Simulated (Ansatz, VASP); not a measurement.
**One calculation of BaTiO3, two programs**

INCAR

```
SYSTEM = BaTiO3
PREC = Accurate
ENCUT = 520
EDIFF = 1E-7
ISMEAR = 0
SIGMA = 0.01
LREAL = .FALSE.
LASPH = .TRUE.
NELM = 150
ALGO = Normal
ISIF = 2
LWAVE = .FALSE.
LCHARG = .FALSE.
LMAXMIX = 4
LDAU = .TRUE.
LDAUTYPE = 2
LDAUL = -1 2 -1
LDAUU = 0 3 0
LDAUJ = 0 0 0
LDAUPRINT = 1
GGA = PE
NBANDS = 28
```

KPOINTS

```
regular mesh
0
G
  6 6 6
  0 0 0
```

The input POSCAR:

```
BaTiO3
1.0
    4.0060000000      0.0000000000      0.0000000000
    0.0000000000      4.0060000000      0.0000000000
    0.0000000000      0.0000000000      4.0060000000
Ba Ti O
1 1 3
Direct
    0.5000000000      0.5000000000      0.5000000000
    0.0000000000      0.0000000000      0.0000000000
    0.5000000000      0.0000000000      0.0000000000
    0.0000000000      0.5000000000      0.0000000000
    0.0000000000      0.0000000000      0.5000000000
```

Input for Ansatz:

```yaml
crystal:
  lattice:
    - [4.006, 0.0, 0.0]
    - [0.0, 4.006, 0.0]
    - [0.0, 0.0, 4.006]
  atoms:
    - { symbol: Ba, position: [0.5, 0.5, 0.5] }
    - { symbol: Ti, position: [0.0, 0.0, 0.0] }
    - { symbol: O, position: [0.5, 0.0, 0.0] }
    - { symbol: O, position: [0.0, 0.5, 0.0] }
    - { symbol: O, position: [0.0, 0.0, 0.5] }
kpoints:
  mp_grid:
    grid: [6, 6, 6]
hamiltonian:
  xc: pbe
  hubbard:
    - { species: Ti, l: d, u_eff: 3.0 }
scf:
  occupations:
    method: fixed
output:
  eigenvalues: true
```

Alike in both runs: task single point; functional PBE; k mesh 6 × 6 × 6; no spin polarisation; Hubbard terms Ti d U = 3.0 eV.

```csv
,VASP,Ansatz
version,VASP 6.6.1,Ansatz 0.2.0
potentials or method,"VASP PAW PBE potentials, release 64 (Ba_sv, Ti_sv, O)","plane waves, PAW"
plane-wave cutoff (eV),520,420
occupations,"gaussian, width 0.01 eV",fixed
valence electrons in the cell,40,40
```

Ansatz gave:

- gap on the k mesh at the Fermi level (eV): 2.13

Problem. What did VASP give for the same quantities?

Solution. gap on the k mesh at the Fermi level (eV): 2.08.

The programs project onto different local orbitals, so the same U acts differently, and such runs can settle in different states.

Neither program's run includes spin-orbit coupling.
